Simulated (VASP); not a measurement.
# Os (P3_121) in VASP: a series of runs

Os is run at these levels: PBE; tasks: single point, relaxation of cell and atoms.

All numbers are computed with VASP 6.6.1; they aren't measurements. Logs are shortened: lines on timing, memory, paths and dates and some standing lists are left out, and cuts for length are marked.

### 1 The cell of the first run

The structure is trigonal, space group P3_121 (No. 152). Conventional cell: a = 3.530 Å, b = 3.530 Å, c = 4.005 Å, α = 90.00°, β = 90.00°, γ = 120.00°. Os (site symmetry 2) has 2 Os at 1.92 Å within 2.5 Å.

### 2 Single point, PBE

Input file INCAR:

```
SYSTEM = Os
ALGO     = Normal         ! electronic algorithm
EDIFF    = 1E-7           ! SCF threshold, eV
ENCUT    = 520            ! plane-wave cutoff, eV
GGA      = PE             ! functional
ISIF     = 2              ! what is computed and relaxed
ISMEAR   = 0              ! smearing method
LASPH    = .TRUE.         ! aspherical terms in the spheres
LCHARG   = .TRUE.         ! write CHGCAR
LELF     = .TRUE.         ! ELF
LREAL    = .FALSE.        ! projectors in reciprocal space
LVHAR    = .TRUE.       
LWAVE    = .FALSE.        ! write WAVECAR
NBANDS   = 19             ! bands
NELM     = 60             ! most SCF steps
PREC     = Accurate       ! precision mode
SIGMA    = 0.1            ! smearing width, eV
```

Input file KPOINTS:

```
k-points
0
G
  6 6 4
  0 0 0
```

Input file POSCAR:

```
Os
1.0
    3.5303613409      0.0000000000      0.0000000000
   -1.7651806705      3.0573826058      0.0000000000
    0.0000000000      0.0000000000      4.0053131196
Os
3
Direct
    0.2254000000      0.0000000000      0.3333333333
    0.0000000000      0.2254000000      0.6666666667
    0.7746000000      0.7746000000      0.0000000000
```

Potentials or basis: VASP PAW PBE potentials, release 64 (Os).

Launch:

```
$ cat potpaw_PBE.64/Os/POTCAR > POTCAR
$ mpirun -np 1 vasp_std > vasp.out
```

OUTCAR:

```text
SYSTEM = Os
   EDIFF = 1E-7
   ENCUT = 520
   GGA = PE
   ISIF = 2
   ISMEAR = 0
   LASPH = .TRUE.
   LREAL = .FALSE.
   NELM = 60
   PREC = Accurate

 ion  position               nearest neighbor table
   1  0.225  0.000  0.333-   3 1.92   2 1.92   3 2.78   3 2.78   2 2.78   2 2.78   2 3.00   3 3.00

   2  0.000  0.225  0.667-   3 1.92   1 1.92   3 2.78   3 2.78   1 2.78   1 2.78   1 3.00   3 3.00

   3  0.775  0.775  0.000-   1 1.92   2 1.92   2 2.78   1 2.78   1 2.78   2 2.78   1 3.00   2 3.00

  LATTYP: Found a hexagonal cell.
 ALAT       =     3.5303613409
 C/A-ratio  =     1.1345334749

  Lattice vectors:

 A1 = (   3.5303613409,   0.0000000000,   0.0000000000)
 A2 = (  -1.7651806705,   3.0573826058,   0.0000000000)
 A3 = (   0.0000000000,   0.0000000000,   4.0053131196)

Analysis of symmetry for initial positions (statically):
=====================================================================
 Subroutine PRICEL returns:
 Original cell was already a primitive cell.

 Routine SETGRP: Setting up the symmetry group for a
 hexagonal supercell.

 Subroutine GETGRP returns: Found  6 space group operations
 (whereof  2 operations were pure point group operations)
 out of a pool of 24 trial point group operations.

The static configuration has the point symmetry C_2 .
 The point group associated with its full space group is D_3 .

Analysis of symmetry for dynamics (positions and initial velocities):
=====================================================================
 Subroutine PRICEL returns:
 Original cell was already a primitive cell.

 Routine SETGRP: Setting up the symmetry group for a
 hexagonal supercell.

 Subroutine GETGRP returns: Found  6 space group operations
 (whereof  2 operations were pure point group operations)
 out of a pool of 24 trial point group operations.

The dynamic configuration has the point symmetry C_2 .
 The point group associated with its full space group is D_3 .

 Subroutine INISYM returns: Found  6 space group operations
 (whereof  2 operations are pure point group operations),
 and found     1 'primitive' translations

----------------------------------------------------------------------------------------

[... 88 lines left out ...]
   LNONCOLLINEAR =      F non collinear calculations
   LSORBIT =      F    spin-orbit coupling
   LASPH  =      T    aspherical Exc in radial PAW
   ENCUT  =  520.0 eV  38.22 Ry    6.18 a.u.   6.56  6.56  7.45*2*pi/ulx,y,z
   NELM   =     60;   NELMIN=  2; NELMDL= -5     # of ELM steps
   EDIFF  = 0.1E-06   stopping-criterion for ELM
   LREAL  =      F    real-space projection
   EDIFFG = 0.1E-05   stopping-criterion for IOM
   NSW    =      0    number of steps for IOM
   IBRION =     -1    ionic relax: 0-MD 1-quasi-New 2-CG
   NFREE  =      0    steps in history (QN), initial steepest desc. (CG)
   ISIF   =      2    stress and relaxation
   ISYM   =      2    0-nonsym 1-usesym 2-fastsym
   POTIM  = 0.5000    time-step for ionic-motion
   TEBEG  =    0.0;   TEEND  =   0.0 temperature during run
   PSTRESS=    0.0 pullay stress
   NELECT =      24.0000    total number of electrons
   NUPDOWN=      -1.0000    fix difference up-down
   EMIN   =  10.00;   EMAX   =-10.00  energy-range for DOS
   EFERMI =   0.00;   METHOD = LEGACY
   ISMEAR =     0;   SIGMA  =   0.10  broadening in eV -4-tet -1-fermi 0-gaus
   EFERMI_NEDOS =   21; number of points for ismear=-14 and -15
   IALGO  =     38    algorithm
   IMIX   =      4    mixing-type and parameters
     AMIX     =   0.40;   BMIX     =  1.00
     AMIX_MAG =   1.60;   BMIX_MAG =  1.00
  volume/ion in A,a.u.               =      14.41        97.25
  Fermi-wavevector in a.u.,A,eV,Ry     =   1.345479  2.542586 24.630796  1.810312
  Thomas-Fermi vector in A             =   2.473388
   LORBIT       =      0    0 simple, 1 ext, 2 COOP (PROOUT), +10 PAW based schemes
   GGA     = PE    functional components
   LHFCALC =     F    Hartree Fock is set to
   AEXX    =    0.0000 exact exchange contribution
   IVDW    =     0    specifies the selected vdW correction
   LEPSILON=     F    determine dielectric tensor
   LRPA    =     F    only Hartree local field effects (RPA)
 non-spin polarized calculation
 Gauss-broadening in eV      SIGMA  =   0.10
  energy-cutoff  :      520.00
  volume of cell :       43.23
 maximum number of plane-waves:      1202
 NGX is ok and might be reduce to    28
   NGX = 13   NGY = 13   NGZ = 15

 number of electron      23.9999999 magnetization

 Free energy of the ion-electron system (eV)
  ---------------------------------------------------
  ext. energy  EPLUGINS =         0.00000000
  ---------------------------------------------------
  free energy    TOTEN  =       -18.40155149 eV

  energy without entropy =      -18.38777417  energy(sigma->0) =      -18.39466283

 E-fermi :   9.3727     XC(G=0): -13.4724

 val. band max:        9.2966047095   @ k =   0.3333   0.3333   0.2500
 cond. band min:       9.4015552070   @ k =   0.3333   0.1667   0.0000
 fundamental gap:      0.1049504974
 Fermi energy:         9.3727183734

 k-point     1 :       0.0000    0.0000    0.0000
  band No.  band energies     occupation
      1      -1.0097      2.00000
      2       0.7092      2.00000
      3       0.7092      2.00000
      4       1.6386      2.00000
      5       2.0582      2.00000
      6       2.0582      2.00000
[... 505 lines left out ...]
      6       3.8239      2.00000
[... 11 lines left out ...]
     18      13.9983      0.00000
     19      16.6090      0.00000

------------------------ aborting loop because EDIFF is reached ----------------------------------------

  FORCE on cell =-STRESS in cart. coord.  units (eV):
  Direction    XX          YY          ZZ          XY          YZ          ZX
  --------------------------------------------------------------------------------------
  -------------------------------------------------------------------------------------
  Total       37.5179462     37.5179462     64.8122341     -0.0000000     -0.0000000      0.0000000
  in kB     1390.4142705   1390.4142705   2401.9399844     -0.0000000     -0.0000000      0.0000000
  external PRESSURE =    1727.5895085 kB  Pullay stress =       0.0000000 kB

 VOLUME and BASIS-vectors are now :
 -----------------------------------------------------------------------------
  energy-cutoff  :      520.00
  volume of cell :       43.23
      direct lattice vectors                 reciprocal lattice vectors
     3.530361341  0.000000000  0.000000000     0.283257124  0.163538577  0.000000000
    -1.765180670  3.057382606  0.000000000     0.000000000  0.327077154  0.000000000
     0.000000000  0.000000000  4.005313120     0.000000000  0.000000000  0.249668371

 POSITION                                       TOTAL-FORCE (eV/Angst)
 -----------------------------------------------------------------------------------
      0.79574      0.00000      1.33510        25.871454      0.000000      0.000000
     -0.39787      0.68913      2.67021       -12.935727     22.405336     -0.000000
      1.36731      2.36825      0.00000       -12.935727    -22.405336      0.000000
 -----------------------------------------------------------------------------------
    total drift:                               -0.000000     -0.000000      0.000000

  FREE ENERGIE OF THE ION-ELECTRON SYSTEM (eV)
  ---------------------------------------------------
  free  energy   TOTEN  =       -18.4015514893 eV

  energy  without entropy=      -18.3877741718  energy(sigma->0) =      -18.39466283
```

OSZICAR:

```text
N       E                     dE             d eps       ncg     rms          rms(c)
DAV:   1     0.195559887735E+03    0.19556E+03   -0.11345E+04   912   0.121E+03
DAV:   2    -0.704451247487E+01   -0.20260E+03   -0.19208E+03   924   0.418E+02
DAV:   3    -0.191677389519E+02   -0.12123E+02   -0.11679E+02  1079   0.864E+01
DAV:   4    -0.194334310893E+02   -0.26569E+00   -0.26459E+00  1023   0.139E+01
DAV:   5    -0.194359675933E+02   -0.25365E-02   -0.25359E-02  1072   0.113E+00    0.288E+01
DAV:   6    -0.187407123264E+02    0.69526E+00   -0.16775E-01   975   0.266E+00    0.174E+01
DAV:   7    -0.184031421083E+02    0.33757E+00   -0.28705E-01  1002   0.364E+00    0.513E-01
DAV:   8    -0.184016513559E+02    0.14908E-02   -0.17023E-02   993   0.880E-01    0.175E-01
DAV:   9    -0.184015941706E+02    0.57185E-04   -0.51006E-04  1100   0.180E-01    0.452E-02
DAV:  10    -0.184015628592E+02    0.31311E-04   -0.34581E-05  1041   0.469E-02    0.165E-02
DAV:  11    -0.184015523414E+02    0.10518E-04   -0.44314E-06   996   0.235E-02    0.295E-03
DAV:  12    -0.184015514485E+02    0.89296E-06   -0.15085E-07   682   0.409E-03    0.118E-03
DAV:  13    -0.184015514893E+02   -0.40837E-07   -0.21252E-08   534   0.149E-03
   1 F= -.18401551E+02 E0= -.18394663E+02  d E =-.137773E-01
```

stdout:

```text
POSCAR found type information on POSCAR Os
 POSCAR found :  1 types and       3 ions
 scaLAPACK will be used
 LDA part: xc-table for (Slater+PW92), standard interpolation
 POSCAR, INCAR and KPOINTS ok, starting setup
 FFT: planning ... GRIDC
 FFT: planning ... GRID_SOFT
 FFT: planning ... GRID
 WAVECAR not read
 entering main loop
```

Run time: 31 s. Hardware: 1 thread of Intel Xeon 8259CL, shared host; peak memory 0.16 GiB.

What came out:

| Quantity | Value |
| --- | --- |
| Free energy | -18.4016 eV |
| Pressure | 172.8 GPa |
| Largest force | 25.871 eV/Å |
| Band gap on the k mesh | zero (bands 12 and 13 overlap by 0.64 eV) |

Forces in eV/Å, atoms in the order of the input:
```
Os   25.871   0.000   0.000
Os  -12.936  22.405   0.000
Os  -12.936 -22.405   0.000
```

Caveat: the k points lie up to 0.39 Å⁻¹ apart, too coarse for converged energies and pressures of a metal; atoms lie so close that the PAW spheres overlap strongly, which falsifies energies and pressures; spin-orbit coupling is left out, which moves the levels of the heavy elements; forces of over 1 eV/Å act on the atoms, so gaps and moduli don't describe the material at rest.

### 3 Relaxation of cell and atoms, PBE

Input file INCAR:

```
  PREC = Accurate
  ENCUT = 600
  EDIFF = 1E-6
  ISMEAR = 0
  SIGMA = 0.1
  LREAL = F
  LASPH = T
  NELM = 60
  ALGO = Normal
  ISIF = 3
  LWAVE = F
  LCHARG = F
  GGA = PE
  IBRION = 2
  NSW = 90
  EDIFFG = -0.04
```

Input file KPOINTS:

```
Automatic mesh
0
Gamma
  6 6 4
```

POSCAR is that of step 2.

Potentials or basis: VASP PAW PBE potentials, release 64 (Os).

Launch:

```
$ cat potpaw_PBE.64/Os/POTCAR > POTCAR
$ mpirun -np 1 vasp_std > vasp.out
```

It took 13 min on 1 thread of Intel Xeon 8259CL, shared host; peak memory 0.19 GiB.

The run converged. Its results:

```yaml
Free_energy: -33.2462 eV
Relaxed_volume: 14.33 Å³/atom
Relaxed_cell: a = 2.738 Å, b = 2.738 Å, c = 6.623 Å, α = 90.00°, β = 90.00°, γ = 120.00°
Space_group_after_relaxing_to_0.1_Å: Fm-3m (No. 225)
Pressure_after_relaxing: 0.0 GPa
Largest_force_after_relaxing: 0.017 eV/Å
```

Forces in eV/Å, atoms in the order of the input:
```
Os   0.017  0.000  0.000
Os  -0.009  0.015  0.000
Os  -0.009 -0.015  0.000
```

Stress tensor (GPa, compression positive):
```
-0.10  0.00  0.00
 0.00 -0.10  0.00
 0.00  0.00  0.13
```

Final structure:
```yaml
crystal:
  lattice:
    - [2.73766, 0.00000, 0.00000]
    - [-1.36883, 2.37089, 0.00000]
    - [0.00000, 0.00000, 6.62325]
  atoms:
    - { symbol: Os, position: [0.33268, 0.00000, 0.33333] }
    - { symbol: Os, position: [0.00000, 0.33268, 0.66667] }
    - { symbol: Os, position: [0.66732, 0.66732, 0.00000] }
```

Levels at points of the mesh, in eV from the Fermi level:
```tsv
k point	band 8	band 9	band 10	band 11	band 12	band 13	band 14	band 15	band 16
(0.00, 0.00, 0.00)	-2.91	-2.91	-2.91	-2.83	-2.83	-0.14	-0.14	0.89	0.90
(0.50, 0.00, 0.00)	-2.65	-2.29	-2.28	2.12	2.14	2.16	2.17	2.85	2.85
(0.00, 0.00, 0.50)	-2.71	-2.70	-2.70	-2.70	-0.39	-0.38	-0.38	-0.37	-0.24
(0.50, 0.00, 0.50)	-1.62	-1.62	-0.44	0.38	0.39	2.07	2.26	2.39	2.40
```

Caveat: the k points lie up to 0.44 Å⁻¹ apart in the final cell; the highest band is partly filled, so the run has too few bands; a cell axis changed by over 15 % at a fixed basis, so the end point is rough; spin-orbit coupling is left out, which moves the levels of the heavy elements.

The gap in the log of VASP goes by the Fermi energy; the results here count the filled bands.